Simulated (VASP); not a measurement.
Write the native input for VASP 6.6.1 that does the following.

| Quantity | Value |
| --- | --- |
| Task | single point |
| Functional | PBEsol |
| Potentials or basis | VASP PAW PBE potentials, release 64 (Ti_sv, Al) |
| Cutoff | 520 eV |
| k mesh | 9 × 9 × 3 |
| Occupations | fermi-dirac, width 0.05 eV |
| Spin | no spin polarisation |
| Dipole correction | no |
| Further INCAR settings | ALGO = Normal; EDIFF = 1e-06; NBANDS = 28 |

The structure of Ti3Al lies in POSCAR:

```
Ti3Al
1.0
    2.9275422229      0.0000000000      0.0000000000
   -1.4637711114      2.5353259357      0.0000000000
    0.0000000000      0.0000000000      9.3186256200
Ti Al
3 1
Direct
    0.3333333333      0.6666666667      0.2494060000
    0.3333333333      0.6666666667      0.7505940000
    0.6666666667      0.3333333333      0.0000000000
    0.6666666667      0.3333333333      0.5000000000
```

These files were run (other wordings do the same):

INCAR

```
  PREC = Accurate
  ENCUT = 520
  EDIFF = 1E-6
  ISMEAR = -1
  SIGMA = 0.05
  LREAL = F
  LASPH = T
  NELM = 80
  ALGO = Normal
  ISIF = 2
  LWAVE = F
  LCHARG = F
  GGA = PS
  NBANDS = 28
```

KPOINTS

```
Automatic mesh
0
Gamma
  9 9 3
```

Potentials or basis: VASP PAW PBE potentials, release 64 (Ti_sv, Al).

Launch:

```bash
$ cat potpaw_PBE.64/Ti_sv/POTCAR potpaw_PBE.64/Al/POTCAR > POTCAR
$ mpirun -np 1 vasp_std > vasp.out
```

It gave:

```json
{
  "Pressure": "-4.6 GPa",
  "Largest force": "0.070 eV/Å"
}
```

Caveat: the PAW data sets were made with another functional, which shifts forces and pressure a little.

Run time: 43 s on 1 thread of Intel(R) Xeon(R) Platinum 8488C (Sapphire Rapids), with other jobs on the host, peak memory 0.2 GiB.
